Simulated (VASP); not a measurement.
Fe2O3: single point with PBEsol+U

Fe2O3:

```
Fe O
1.0
     2.51900    1.45435    4.59067
    -2.51900    1.45435    4.59067
     0.00000   -2.90869    4.59067
Fe O
4 6
Direct
  0.35530 0.35530 0.35530
  0.14470 0.14470 0.14470
  0.64470 0.64470 0.64470
  0.85530 0.85530 0.85530
  0.55590 0.25000 0.94410
  0.25000 0.94410 0.55590
  0.94410 0.55590 0.25000
  0.44410 0.75000 0.05590
  0.75000 0.05590 0.44410
  0.05590 0.44410 0.75000
```

```json
{"Program": "VASP 6.6.1", "Task": "single point", "Functional": "PBEsol", "Potentials or basis": "VASP PAW PBE potentials, release 64 (Fe, O)", "Cutoff": "600 eV", "k mesh": "7 × 7 × 7", "Occupations": "fermi-dirac, width 0.05 eV", "Spin": "collinear spin, ferromagnetic start", "Starting moments": "[3.0, 3.0, 3.0, 3.0, 0.0, 0.0, 0.0, 0.0, 0.0, 0.0] μB", "Hubbard terms": "Fe d U = 2.0 eV", "Dipole correction": "no", "Further INCAR settings": "ALGO = Normal; EDIFF = 1e-06; NBANDS = 49"}
```

```json
{"Pressure": "3.3 GPa", "Largest force": "0.199 eV/Å", "Net moment": "19.91 μB per cell", "Site moments": "Fe +4.20; O +0.42 μB", "Valence electrons inside the program's atomic spheres": "Fe 6.78; O 5.01"}
```

Forces on the atoms (eV/Å):
```
Fe   0.000  0.000 -0.199
Fe   0.000  0.000  0.199
Fe   0.000  0.000  0.199
Fe   0.000  0.000 -0.199
O   -0.042 -0.072  0.000
O   -0.042  0.072  0.000
O    0.084  0.000  0.000
O    0.042  0.072  0.000
O    0.042 -0.072  0.000
O   -0.084  0.000  0.000
```

Stress tensor (GPa, compression positive):
```
4.35 0.00 0.00
0.00 4.35 0.00
0.00 0.00 1.25
```

Levels at points of the mesh, in eV from the Fermi level:
Spin up:
| k point | band 40 | band 41 | band 42 | band 43 | band 44 | band 45 | band 46 | band 47 | band 48 | band 49 |
| --- | --- | --- | --- | --- | --- | --- | --- | --- | --- | --- |
| (0.00, 0.00, 0.00) | -1.17 | -0.56 | -0.56 | 0.04 | 0.04 | 3.76 | 7.65 | 9.81 | 10.16 | 10.83 |
Spin down:
```csv
k point,band 22,band 23,band 24,band 25,band 26,band 27
"(0.00, 0.00, 0.00)",-1.66,-1.66,-1.60,0.36,0.40,0.40
```

Eigenvalues of the final occupation matrices:
| site | spin | trace | eigenvalues |
| --- | --- | --- | --- |
| site 1 d | 1 | 4.99 | 0.97 0.97 0.98 1.03 1.03 |
| site 1 d | 2 | 0.87 | 0.09 0.09 0.11 0.29 0.29 |
| site 2 d | 1 | 4.99 | 0.97 0.97 0.98 1.03 1.03 |
| site 2 d | 2 | 0.87 | 0.09 0.09 0.11 0.29 0.29 |
| site 3 d | 1 | 4.99 | 0.97 0.97 0.98 1.03 1.03 |
| site 3 d | 2 | 0.87 | 0.09 0.09 0.11 0.29 0.29 |
| site 4 d | 1 | 4.99 | 0.97 0.97 0.98 1.03 1.03 |
| site 4 d | 2 | 0.87 | 0.09 0.09 0.11 0.29 0.29 |

Run time: 18 min on 1 thread of AMD EPYC 7R13 Processor (Zen 3), with other jobs on the host, peak memory 0.6 GiB.

Caveat: the cell stands under pressure; the PAW data sets were made with another functional, which shifts forces and pressure a little; the run started ferromagnetic, and an antiferromagnetic order may lie lower in energy. The state reached can hang on the start; a lower one may exist.
